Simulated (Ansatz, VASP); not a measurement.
**One calculation of TaRu, two programs**

The input INCAR:

```
  PREC = Accurate
  ENCUT = 520
  EDIFF = 1E-7
  ISMEAR = -1
  SIGMA = 0.03
  LREAL = False
  LASPH = True
  NELM = 100
  ALGO = Normal
  ISIF = 2
  LWAVE = False
  LCHARG = False
  NBANDS = 20
```

File KPOINTS:

```
regular mesh
0
Gamma
  13 13 13
```

Contents of POSCAR:

```
TaRu
1.0
    3.1870000000     -0.0159350000     -0.0159350000
   -0.0159350000      3.1870000000     -0.0159350000
   -0.0159350000     -0.0159350000      3.1870000000
Ta Ru
1 1
Direct
    0.5000000000      0.5000000000      0.5000000000
    0.0000000000      0.0000000000      0.0000000000
```

Input for Ansatz:

```yaml
crystal:
  lattice:
    - [3.187, -0.015935, -0.015935]
    - [-0.015935, 3.187, -0.015935]
    - [-0.015935, -0.015935, 3.187]
  atoms:
    - { symbol: Ta, position: [0.5, 0.5, 0.5] }
    - { symbol: Ru, position: [0.0, 0.0, 0.0] }
kpoints:
  mp_grid: { grid: [13, 13, 13] }
  band_path:
    path:
      - [0.0, 0.0, 0.0]
      - [0.5, 0.0, 0.0]
      - [0.5, -0.5, 0.5]
      - [0.4901240068, -0.5098759932, 0.4901240068]
      - [0.4901240068, 0.4901240068, 0.4901240068]
      - [0.0, 0.0, 0.0]
      - [0.5, -0.5, 0.0]
    npoints: 5
scf:
  occupations: { method: fermi_dirac, width: 0.03 }
hamiltonian:
  xc: lda
  pseudopotentials: { kind: all_electron, lapw: { basis_error: 0.00025 } }
output:
  forces: true
  stress: true
  eigenvalues: true
```

Change from the starting cell: equal xy, yz and zx shear strains of -1 %.

Alike in both runs: task single point; functional LDA; k mesh 13 × 13 × 13; occupations fermi-dirac, width 0.03 eV; no spin polarisation.

```csv
,VASP,Ansatz
version,VASP 6.6.1,Ansatz 0.2.0
potentials or method,"VASP PAW LDA potentials, release 64 (Ta_pv, Ru_pv), cutoff 520 eV","all-electron LAPW, scalar-relativistic"
```

|  | VASP | Ansatz | Ansatz less VASP |
| --- | --- | --- | --- |
| pressure (GPa) | -15.5 | -16.1 | -0.66 |
| traceless stress, the component that is largest in VASP (GPa) | 0.75 | 0.74 | -0.009 |

LDA's correlation is that of Perdew and Zunger in VASP and of Perdew and Wang (1992) in Ansatz. Ansatz ran all-electron here, and VASP with PAW potentials.

Spin-orbit coupling is off throughout.
